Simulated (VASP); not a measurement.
Si: single point with HSE06

The system is Si.

```
Si
1.0
     3.90877    0.00000    0.00000
    -1.95439    3.38510    0.00000
     0.00000    0.00000    6.30478
Si
4
Direct
  0.33333 0.66667 0.99903
  0.66667 0.33333 0.49903
  0.33333 0.66667 0.37597
  0.66667 0.33333 0.87597
```

This cell differs from its parent crystal: epitaxial xy strain +2.0%.

| Quantity | Value |
| --- | --- |
| Program | VASP 6.6.1 |
| Task | single point |
| Functional | HSE06 |
| Potentials or basis | VASP PAW PBE potentials, release 64 (Si) |
| Cutoff | 520 eV |
| k mesh | 6 × 6 × 4 |
| Occupations | gaussian, width 0.01 eV |
| Spin | no spin polarisation |
| Dipole correction | no |
| Grid for exact exchange (PRECFOCK) | Normal |
| Further INCAR settings | ALGO = Normal; EDIFF = 1e-06; NBANDS = 16 |
| Share of exact exchange | 0.25 |
| Screening parameter | 0.2079 1/Å |

| Quantity | Value |
| --- | --- |
| Pressure | -3.5 GPa |
| Largest force | 0.020 eV/Å |
| Band gap on the k mesh | 0.96 eV (least direct gap 1.33 eV) |

Forces on the atoms (eV/Å):
```
Si   0.000  0.000 -0.020
Si   0.000  0.000 -0.020
Si   0.000  0.000  0.020
Si   0.000  0.000  0.020
```

Stress tensor (GPa, compression positive):
```
-4.90  0.00  0.00
 0.00 -4.90  0.00
 0.00  0.00 -0.80
```

Levels at points of the mesh, in eV from the valence-band top:
```
           k point  band 4  band 5  band 6  band 7  band 8  band 9  band 10  band 11  band 12  band 13
(0.00, 0.00, 0.00)   -1.71   -1.71   -0.18    0.00    0.00    1.33     2.66     2.66     3.48     3.96
(0.50, 0.00, 0.00)   -6.37   -4.88   -3.30   -3.01   -1.48    0.96     3.08     3.87     3.91     5.61
(0.00, 0.00, 0.50)   -4.33   -1.04   -1.04   -1.04   -1.04    2.22     2.22     3.72     3.72     3.72
(0.50, 0.00, 0.50)   -7.83   -2.58   -2.58   -2.42   -2.42    1.58     1.58     2.47     2.47     6.64
```

Run time: 37 min on 1 thread of Oxide Virtual Turin-like Processor (shared host), peak memory 0.29 GiB.

Caveat: the cell differs from its parent crystal (epitaxial xy strain +2.0%); the cell stands under tension; the PAW data sets were made with another functional, which shifts forces and pressure a little. A k mesh can miss the band edges.
